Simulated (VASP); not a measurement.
Runs of VASP 6.6.1 on BN (rocksalt type). The structure is that of space group Fm-3m (No. 225), or close to it. The cells are those of the table. 

```csv
task,cell,cutoff (eV),k mesh for the DOS,occupations for the DOS,gap on the mesh (eV),pressure (GPa)
single point,"a = 2.271 Å, angles 60.0°, 2 atoms",600,-,-,3.54,143.1
relaxation of cell and atoms,"relaxed from a = 3.047 Å, angles 60.0°, 2 atoms",600,-,-,1.61,0.0
single point,"a = 2.446 Å, angles 60.0°, 2 atoms",520,-,-,1.63,(a)
single point,"a = 2.344 Å, angles 60.0°, 2 atoms",600,-,-,2.67,69.1
single point,"a = 2.396 Å, angles 60.0°, 2 atoms",600,-,-,2.12,(b)
single point,"a = 2.344 Å, angles 60.0°, 2 atoms",520,-,-,2.67,69.3
single point,"a = 2.396 Å, angles 60.0°, 2 atoms",520,-,-,2.12,30.1
single point,"a = 2.192 Å, angles 60.0°, 2 atoms",520,-,-,4.56,255.3
```

Alike in all rows: level LDA; potentials or basis VASP PAW LDA potentials, release 64 (B, N); no spin polarisation; k mesh 15 × 15 × 15; smearing fermi-dirac 0.05 eV.

Task: Estimate the missing entries.

Result: (a) 0.8; (b) 29.9.

A k mesh can miss the band edges.
